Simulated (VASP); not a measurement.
# CaC (Pm-3m) in VASP: further runs

Runs on CaC. Level: PBE. Tasks: single point, relaxation of cell and atoms.

All numbers are computed with VASP 6.6.1; they aren't measurements. Logs are shortened: lines on timing, memory, paths and dates and some standing lists are left out, and cuts for length are marked.

### 1 The cell of the first run

Symmetry: Pm-3m, No. 221, cubic system. The conventional cell has a = 3.162 Å, b = 3.162 Å, c = 3.162 Å, α = 90.00°, β = 90.00°, γ = 90.00°. Within 3.6 Å of Ca (site symmetry m-3m) lie 8 C at 2.74 Å and 6 Ca at 3.16 Å. C (site symmetry m-3m) has 8 Ca at 2.74 Å and 6 C at 3.16 Å within 3.6 Å.

The cell was generated, and may not be a known phase.

### 2 Single point, PBE

The input, INCAR:

```
SYSTEM = CaC
ALGO = Normal
EDIFF = 1E-6
ENCUT = 520
GGA = PE
ISIF = 2
ISMEAR = 0
LASPH = .TRUE.
LCHARG = .FALSE.
LREAL = .FALSE.
LWAVE = .FALSE.
NBANDS = 14
NELM = 80
PREC = Accurate
SIGMA = 0.1
```

The input, KPOINTS:

```
k-points
0
G
  6 6 6
  0 0 0
```

The input, POSCAR:

```
CaC
1.0
    3.1618832400      0.0000000000      0.0000000000
    0.0000000000      3.1618832400      0.0000000000
    0.0000000000      0.0000000000      3.1618832400
Ca C
1 1
Direct
    0.0000000000      0.0000000000      0.0000000000
    0.5000000000      0.5000000000      0.5000000000
```

Potentials or basis: VASP PAW PBE potentials, release 64 (Ca_sv, C).

Launch:

```sh
> cat potpaw_PBE.64/Ca_sv/POTCAR potpaw_PBE.64/C/POTCAR > POTCAR
> mpirun -np 1 vasp_std > vasp.out
```

OUTCAR:

```text
SYSTEM = CaC
   EDIFF = 1E-6
   ENCUT = 520
   GGA = PE
   ISIF = 2
   ISMEAR = 0
   LASPH = .TRUE.
   LREAL = .FALSE.
   NELM = 80
   PREC = Accurate

 ion  position               nearest neighbor table
   1  0.000  0.000  0.000-
   2  0.500  0.500  0.500-

  LATTYP: Found a simple cubic cell.
 ALAT       =     3.1618832400

  Lattice vectors:

 A1 = (   3.1618832400,   0.0000000000,   0.0000000000)
 A2 = (   0.0000000000,   3.1618832400,   0.0000000000)
 A3 = (   0.0000000000,   0.0000000000,   3.1618832400)

Analysis of symmetry for initial positions (statically):
=====================================================================
 Subroutine PRICEL returns:
 Original cell was already a primitive cell.

 Routine SETGRP: Setting up the symmetry group for a
 simple cubic supercell.

 Subroutine GETGRP returns: Found 48 space group operations
 (whereof 48 operations were pure point group operations)
 out of a pool of 48 trial point group operations.

The static configuration has the point symmetry O_h .

Analysis of symmetry for dynamics (positions and initial velocities):
=====================================================================
 Subroutine PRICEL returns:
 Original cell was already a primitive cell.

 Routine SETGRP: Setting up the symmetry group for a
 simple cubic supercell.

 Subroutine GETGRP returns: Found 48 space group operations
 (whereof 48 operations were pure point group operations)
 out of a pool of 48 trial point group operations.

The dynamic configuration has the point symmetry O_h .

 Subroutine INISYM returns: Found 48 space group operations
 (whereof 48 operations are pure point group operations),
 and found     1 'primitive' translations

----------------------------------------------------------------------------------------

                                     Primitive cell

  volume of cell :      31.6109

  direct lattice vectors                    reciprocal lattice vectors
     3.161883240  0.000000000  0.000000000     0.316267213  0.000000000  0.000000000
     0.000000000  3.161883240  0.000000000     0.000000000  0.316267213  0.000000000
     0.000000000  0.000000000  3.161883240     0.000000000  0.000000000  0.316267213

  length of vectors
     3.161883240  3.161883240  3.161883240     0.316267213  0.316267213  0.316267213

  position of ions in fractional coordinates (direct lattice)
     0.000000000  0.000000000  0.000000000
     0.500000000  0.500000000  0.500000000

  ion indices of the primitive-cell ions
   primitive index   ion index
                 1           1
                 2           2

----------------------------------------------------------------------------------------

 KPOINTS: k-points

Automatic generation of k-mesh.
 Grid dimensions read from file:
 generate k-points for:    6    6    6

 Generating k-lattice:

  Cartesian coordinates                     Fractional coordinates (reciprocal lattice)
     0.052711202  0.000000000  0.000000000     0.166666667  0.000000000  0.000000000
     0.000000000  0.052711202  0.000000000     0.000000000  0.166666667  0.000000000
     0.000000000  0.000000000  0.052711202     0.000000000  0.000000000  0.166666667

  Length of vectors
     0.052711202  0.052711202  0.052711202

  Shift w.r.t. Gamma in fractional coordinates (k-lattice)
     0.000000000  0.000000000  0.000000000

 Subroutine IBZKPT returns following result:
 ===========================================

 Found     20 irreducible k-points:

 Following reciprocal coordinates:
            Coordinates               Weight
  0.000000  0.000000  0.000000      1.000000
  0.166667  0.000000  0.000000      6.000000
  0.333333  0.000000  0.000000      6.000000
  0.500000  0.000000  0.000000      3.000000
  0.166667  0.166667  0.000000     12.000000
  0.333333  0.166667  0.000000     24.000000
[... 12 lines left out ...]
  0.500000  0.500000  0.333333      6.000000
  0.500000  0.500000  0.500000      1.000000
   k-points           NKPTS =     20   k-points in BZ     NKDIM =     20   number of bands    NBANDS=     14
[... 44 lines left out ...]
 cond. band min:       3.7393938924   @ k =   0.5000   0.1667   0.0000
 fundamental gap:      0.0625864681
 Fermi energy:         3.7085236354

 k-point     1 :       0.0000    0.0000    0.0000
  band No.  band energies     occupation
      1     -36.0377      2.00000
      2     -16.8055      2.00000
      3     -16.8055      2.00000
      4     -16.8055      2.00000
      5      -6.4006      2.00000
      6       4.9900      0.00000
      7       4.9900      0.00000
      8       4.9900      0.00000
      9       5.9290      0.00000
     10       5.9290      0.00000
     11      10.0397      0.00000
     12      10.6405      0.00000
     13      10.6405      0.00000
     14      10.6405      0.00000

 k-point     2 :       0.1667    0.0000    0.0000
  band No.  band energies     occupation
      1     -36.0206      2.00000
      2     -16.9754      2.00000
      3     -16.7899      2.00000
      4     -16.7899      2.00000
      5      -6.0728      2.00000
      6       3.3042      2.00000
      7       4.8369      0.00000
      8       4.8369      0.00000
      9       6.1355      0.00000
     10       7.2666      0.00000
     11      10.7047      0.00000
     12      10.7553      0.00000
     13      10.7553      0.00000
     14      10.8976      0.00000

 k-point     3 :       0.3333    0.0000    0.0000
  band No.  band energies     occupation
      1     -35.9862      2.00000
      2     -17.2985      2.00000
      3     -16.7585      2.00000
      4     -16.7585      2.00000
      5      -5.3038      2.00000
      6       1.2732      2.00000
      7       4.5332      0.00000
      8       4.5332      0.00000
      9       6.6120      0.00000
     10       9.2984      0.00000
     11      10.8374      0.00000
     12      11.0652      0.00000
     13      11.0652      0.00000
     14      12.1828      0.00000
[... 256 lines left out ...]
 k-point    19 :       0.5000    0.5000    0.3333
  band No.  band energies     occupation
      1     -35.8583      2.00000
      2     -17.2335      2.00000
      3     -17.2335      2.00000
      4     -17.0817      2.00000
      5      -3.8418      2.00000
      6       1.5098      2.00000
      7       1.5098      2.00000
      8       2.2042      2.00000
      9       9.4277      0.00000
     10      10.4854      0.00000
     11      10.4854      0.00000
     12      11.3436      0.00000
     13      11.9328      0.00000
     14      13.8861      0.00000

 k-point    20 :       0.5000    0.5000    0.5000
  band No.  band energies     occupation
      1     -35.8429      2.00000
      2     -17.2070      2.00000
      3     -17.2070      2.00000
      4     -17.2070      2.00000
      5      -3.4364      2.00000
      6       1.2802      2.00000
      7       1.2802      2.00000
      8       1.2802      2.00000
      9      11.7425      0.00000
     10      11.7425      0.00000
     11      11.7425      0.00000
     12      11.9598      0.00000
     13      12.3273      0.00000
     14      12.3273      0.00000

------------------------ aborting loop because EDIFF is reached ----------------------------------------

  FORCE on cell =-STRESS in cart. coord.  units (eV):
  Direction    XX          YY          ZZ          XY          YZ          ZX
  --------------------------------------------------------------------------------------
  -------------------------------------------------------------------------------------
  Total       -0.5560299     -0.5560299     -0.5560299      0.0000000      0.0000000     -0.0000000
  in kB      -28.1819647    -28.1819647    -28.1819647      0.0000000      0.0000000     -0.0000000
  external PRESSURE =     -28.1819647 kB  Pullay stress =       0.0000000 kB

 VOLUME and BASIS-vectors are now :
 -----------------------------------------------------------------------------
  energy-cutoff  :      520.00
  volume of cell :       31.61
      direct lattice vectors                 reciprocal lattice vectors
     3.161883240  0.000000000  0.000000000     0.316267213  0.000000000  0.000000000
     0.000000000  3.161883240  0.000000000     0.000000000  0.316267213  0.000000000
     0.000000000  0.000000000  3.161883240     0.000000000  0.000000000  0.316267213

 POSITION                                       TOTAL-FORCE (eV/Angst)
 -----------------------------------------------------------------------------------
      0.00000      0.00000      0.00000         0.000000      0.000000      0.000000
      1.58094      1.58094      1.58094         0.000000      0.000000      0.000000
 -----------------------------------------------------------------------------------
    total drift:                                0.000000      0.000000     -0.000000

  FREE ENERGIE OF THE ION-ELECTRON SYSTEM (eV)
  ---------------------------------------------------
  free  energy   TOTEN  =        -8.9259565246 eV

  energy  without entropy=       -8.9149679316  energy(sigma->0) =       -8.92046223
```

Wall time 9.9 s (1 thread of Intel Xeon 8259CL, shared host); peak memory 0.14 GiB.

Results:

- Free energy: -8.9260 eV
- Pressure: -2.8 GPa
- Band gap on the k mesh: zero (bands 7 and 8 overlap by 3.71 eV)

Levels at points of the mesh, in eV from the Fermi level:
```csv
k point,band 3,band 4,band 5,band 6,band 7,band 8,band 9,band 10,band 11,band 12
"(0.00, 0.00, 0.00)",-20.51,-20.51,-10.11,1.28,1.28,1.28,2.22,2.22,6.33,6.93
"(0.50, 0.00, 0.00)",-20.45,-20.45,-8.52,-3.38,0.67,0.67,3.19,6.93,7.20,7.56
"(0.50, 0.50, 0.00)",-21.02,-20.40,-8.39,-1.44,-1.44,1.94,2.74,5.28,5.35,5.35
"(0.50, 0.50, 0.50)",-20.92,-20.92,-7.14,-2.43,-2.43,-2.43,8.03,8.03,8.03,8.25
```

### 3 Single point, PBE

This run uses another cell than the first one, of 15.17 Å³/atom.

The input, INCAR:

```
ALGO = Normal
EDIFF = 1E-6
ENCUT = 520
GGA = PE
ISIF = 2
ISMEAR = 0
LASPH = T
LCHARG = F
LREAL = F
LWAVE = F
NBANDS = 14
NELM = 100
PREC = Accurate
SIGMA = 0.1
```

The input, KPOINTS:

```
k-points
0
Gamma
  6 6 6
```

The input, POSCAR:

```
CaC
1.0
    3.1186972518      0.0000000000      0.0000000000
    0.0000000000      3.1186972518      0.0000000000
    0.0000000000      0.0000000000      3.1186972518
Ca C
1 1
Direct
    0.0000000000      0.0000000000      0.0000000000
    0.5000000000      0.5000000000      0.5000000000
```

Potentials or basis: VASP PAW PBE potentials, release 64 (Ca_sv, C).

Launch:

```sh
> cat potpaw_PBE.64/Ca_sv/POTCAR potpaw_PBE.64/C/POTCAR > POTCAR
> mpirun -np 1 vasp_std > vasp.out
```

Wall time 12 s (1 thread of Intel Xeon 8259CL, shared host); peak memory 0.14 GiB.

It converged, with:

- Free energy: -8.9367 eV
- Pressure: 0.1 GPa
- Band gap on the k mesh: zero (bands 7 and 8 overlap by 3.91 eV)

Levels at points of the mesh, in eV from the Fermi level:
| k point | band 3 | band 4 | band 5 | band 6 | band 7 | band 8 | band 9 | band 10 | band 11 | band 12 |
| --- | --- | --- | --- | --- | --- | --- | --- | --- | --- | --- |
| (0.00, 0.00, 0.00) | -20.37 | -20.37 | -10.23 | 1.35 | 1.35 | 1.35 | 2.21 | 2.21 | 6.86 | 7.14 |
| (0.50, 0.00, 0.00) | -20.29 | -20.29 | -8.52 | -3.47 | 0.68 | 0.68 | 3.22 | 7.17 | 7.42 | 7.82 |
| (0.50, 0.50, 0.00) | -20.94 | -20.23 | -8.45 | -1.44 | -1.44 | 2.01 | 2.81 | 5.47 | 5.47 | 5.49 |
| (0.50, 0.50, 0.50) | -20.82 | -20.82 | -7.10 | -2.56 | -2.56 | -2.56 | 8.33 | 8.33 | 8.33 | 8.53 |

### 4 Relaxation of cell and atoms, PBE

The input, INCAR:

```
SYSTEM = CaC
ALGO     = Normal         ! electronic algorithm
EDIFF    = 1E-6           ! SCF threshold, eV
EDIFFG   = -0.04          ! ionic threshold
ENCUT    = 600            ! plane-wave cutoff, eV
GGA      = PE             ! functional
IBRION   = 2              ! ionic algorithm
ISIF     = 3              ! what is computed and relaxed
ISMEAR   = 0              ! smearing method
LASPH    = .TRUE.         ! aspherical terms in the spheres
LCHARG   = .FALSE.        ! write CHGCAR
LREAL    = .FALSE.        ! projectors in reciprocal space
LWAVE    = .FALSE.        ! write WAVECAR
NELM     = 100            ! most SCF steps
NSW      = 90             ! ionic steps
PREC     = Accurate       ! precision mode
SIGMA    = 0.1            ! smearing width, eV
```

The input, KPOINTS:

```
k-points
0
G
  6 6 6
  0 0 0
```

The input, POSCAR:

```
CaC
1.0
    3.1618832400      0.0000000000      0.0000000000
    0.0000000000      3.1618832400      0.0000000000
    0.0000000000      0.0000000000      3.1618832400
Ca C
1 1
Direct
    0.0000000000      0.0000000000      0.0000000000
    0.5000000000      0.5000000000      0.5000000000
```

Launch:

```sh
> cat potpaw_PBE.64/Ca_sv/POTCAR potpaw_PBE.64/C/POTCAR > POTCAR
> mpirun -np 1 vasp_std > vasp.out
```

Wall time 30 s (1 thread of Intel Xeon 8259CL, shared host); peak memory 0.17 GiB.

The run converged. Its results:

| Property | Result |
| --- | --- |
| Free energy | -8.9377 eV |
| Relaxed volume | 15.17 Å³/atom |
| Relaxed cell | a = 3.119 Å, b = 3.119 Å, c = 3.119 Å, α = 90.00°, β = 90.00°, γ = 90.00° |
| Space group after relaxing (to 0.1 Å) | Pm-3m (No. 221) |
| Energy gained by relaxing | 5.7 meV/atom |
| Ionic steps | 2 |
| Pressure after relaxing | 0.1 GPa |
| Band gap on the k mesh | zero (bands 7 and 8 overlap by 3.91 eV) |

Step by step:
```csv
step,energy change (eV),largest force (eV/Å),pressure (GPa),volume (Å³)
1,0.0000,0.0000,-2.84,31.61
2,-0.0114,0.0000,0.06,30.35
```

Final structure:
```
Ca C
1.0
     3.11910    0.00000    0.00000
     0.00000    3.11910    0.00000
     0.00000    0.00000    3.11910
Ca C
1 1
Direct
  0.00000 0.00000 0.00000
  0.50000 0.50000 0.50000
```

Levels at points of the mesh, in eV from the Fermi level:
```tsv
k point	band 5	band 6	band 7	band 8	band 9	band 10
(0.00, 0.00, 0.00)	-10.23	1.35	1.35	1.35	2.21	2.21
(0.50, 0.00, 0.00)	-8.52	-3.47	0.68	0.68	3.22	7.17
(0.50, 0.50, 0.00)	-8.45	-1.44	-1.44	2.01	2.81	5.47
(0.50, 0.50, 0.50)	-7.10	-2.56	-2.56	-2.56	8.33	8.33
```

### 5 Single point, PBE

This run uses another cell than the first one, of 15.18 Å³/atom.

The input, INCAR:

```
  PREC = Accurate
  ENCUT = 520
  EDIFF = 1E-6
  ISMEAR = 0
  SIGMA = 0.1
  LREAL = False
  LASPH = True
  NELM = 60
  ALGO = Normal
  ISIF = 2
  LWAVE = False
  LCHARG = False
  GGA = PE
  NBANDS = 14
```

The input, KPOINTS:

```
regular mesh
0
Gamma
  18 18 18
```

The input, POSCAR:

```
CaC
1.0
    3.1198711579      0.0000000000      0.0000000000
    0.0000000000      3.1198711579      0.0000000000
    0.0000000000      0.0000000000      3.1198711579
Ca C
1 1
Direct
    0.0000000000      0.0000000000      0.0000000000
    0.5000000000      0.5000000000      0.5000000000
```

Launch:

```sh
> cat potpaw_PBE.64/Ca_sv/POTCAR potpaw_PBE.64/C/POTCAR > POTCAR
> mpirun -np 1 vasp_std > vasp.out
```

Run time: 75 s. Hardware: 1 thread of Intel Xeon 8259CL, shared host; peak memory 0.21 GiB.

Results (log left out):

| Quantity | Value |
| --- | --- |
| Free energy | -8.9865 eV |
| Pressure | 0.4 GPa |
| Band gap on the k mesh | zero (bands 7 and 8 overlap by 3.92 eV) |

Levels at points of the mesh, in eV from the Fermi level:
| k point | band 3 | band 4 | band 5 | band 6 | band 7 | band 8 | band 9 | band 10 | band 11 | band 12 |
| --- | --- | --- | --- | --- | --- | --- | --- | --- | --- | --- |
| (0.00, 0.00, 0.00) | -20.49 | -20.49 | -10.31 | 1.27 | 1.27 | 1.27 | 2.10 | 2.10 | 6.75 | 7.01 |
| (0.50, 0.00, 0.00) | -20.42 | -20.42 | -8.60 | -3.55 | 0.60 | 0.60 | 3.11 | 7.06 | 7.29 | 7.71 |
| (0.50, 0.50, 0.00) | -21.06 | -20.36 | -8.53 | -1.53 | -1.53 | 1.94 | 2.70 | 5.35 | 5.35 | 5.38 |
| (0.50, 0.50, 0.50) | -20.94 | -20.94 | -7.18 | -2.65 | -2.65 | -2.65 | 8.22 | 8.22 | 8.22 | 8.40 |

### 6 Relaxation of cell and atoms, PBE

This run uses another cell than the first one, of 15.17 Å³/atom.

The input, INCAR:

```
PREC     = Accurate       # precision mode
ENCUT    = 600            # plane-wave cutoff, eV
EDIFF    = 1E-6           # SCF threshold, eV
ISMEAR   = 0              # smearing method
SIGMA    = 0.1            # smearing width, eV
LREAL    = F              # projectors in reciprocal space
LASPH    = T              # aspherical terms in the spheres
NELM     = 80             # most SCF steps
ALGO     = Normal         # electronic algorithm
ISIF     = 3              # what is computed and relaxed
LWAVE    = F              # write WAVECAR
LCHARG   = F              # write CHGCAR
GGA      = PE             # functional
IBRION   = 2              # ionic algorithm
NSW      = 100            # ionic steps
EDIFFG   = -0.01          # ionic threshold
```

The input, KPOINTS:

```
Automatic mesh
0
Gamma
  18 18 18
```

The input, POSCAR:

```
CaC
1.0
    3.1186972518      0.0000000000      0.0000000000
    0.0000000000      3.1186972518      0.0000000000
    0.0000000000      0.0000000000      3.1186972518
Ca C
1 1
Direct
    0.0000000000      0.0000000000      0.0000000000
    0.5000000000      0.5000000000      0.5000000000
```

Potentials or basis: VASP PAW PBE potentials, release 64 (Ca_sv, C).

Launch:

```sh
> cat potpaw_PBE.64/Ca_sv/POTCAR potpaw_PBE.64/C/POTCAR > POTCAR
> mpirun -np 1 vasp_std > vasp.out
```

Wall time 3.2 min (1 thread of Intel Xeon 8259CL, shared host); peak memory 0.25 GiB.

The run converged. Its results:

| Property | Result |
| --- | --- |
| Free energy | -8.9870 eV |
| Relaxed volume | 15.25 Å³/atom |
| Relaxed cell | a = 3.125 Å, b = 3.125 Å, c = 3.125 Å, α = 90.00°, β = 90.00°, γ = 90.00° |
| Space group after relaxing (to 0.1 Å) | Pm-3m (No. 221) |
| Energy gained by relaxing | 0.1 meV/atom |
| Ionic steps | 2 |
| Pressure after relaxing | 0.0 GPa |
| Band gap on the k mesh | zero (bands 7 and 8 overlap by 3.89 eV) |

The path:
| step | energy change (eV) | largest force (eV/Å) | pressure (GPa) | volume (Å³) |
| --- | --- | --- | --- | --- |
| 1 | 0.0000 | 0.0000 | 0.42 | 30.33 |
| 2 | -0.0002 | 0.0000 | -0.02 | 30.51 |

Final structure:
```yaml
crystal:
  lattice:
    - [3.12469, 0.00000, 0.00000]
    - [0.00000, 3.12469, 0.00000]
    - [0.00000, 0.00000, 3.12469]
  atoms:
    - { symbol: Ca, position: [0.00000, 0.00000, 0.00000] }
    - { symbol: C, position: [0.50000, 0.50000, 0.50000] }
```

Levels at points of the mesh, in eV from the Fermi level:
```
           k point  band 5  band 6  band 7  band 8  band 9  band 10
(0.00, 0.00, 0.00)  -10.30    1.26    1.26    1.26    2.10     2.10
(0.50, 0.00, 0.00)   -8.60   -3.54    0.60    0.60    3.11     7.03
(0.50, 0.50, 0.00)   -8.52   -1.53   -1.53    1.93    2.70     5.34
(0.50, 0.50, 0.50)   -7.18   -2.63   -2.63   -2.63    8.19     8.19
```

### 7 Overview

| task | cell | k mesh | cutoff (eV) | gap on the mesh (eV) | pressure (GPa) | relaxed volume (Å³/atom) |
| --- | --- | --- | --- | --- | --- | --- |
| single point | a = 3.162 Å, 2 atoms | 6 × 6 × 6 | 520 | none | -2.8 | - |
| single point | a = 3.119 Å, 2 atoms | 6 × 6 × 6 | 520 | none | 0.1 | - |
| relaxation of cell and atoms | relaxed from a = 3.162 Å, 2 atoms | 6 × 6 × 6 | 600 | none | 0.1 | 15.17 |
| single point | a = 3.120 Å, 2 atoms | 18 × 18 × 18 | 520 | none | 0.4 | - |
| relaxation of cell and atoms | relaxed from a = 3.119 Å, 2 atoms | 18 × 18 × 18 | 600 | none | 0.0 | 15.25 |

Alike in all rows: level PBE; potentials or basis VASP PAW PBE potentials, release 64 (Ca_sv, C); no spin polarisation; smearing gaussian 0.1 eV.

Total energies depend on the potentials used, so only differences within one code and one set of settings carry meaning.

The gap in the log of VASP goes by the Fermi energy; the results here count the filled bands.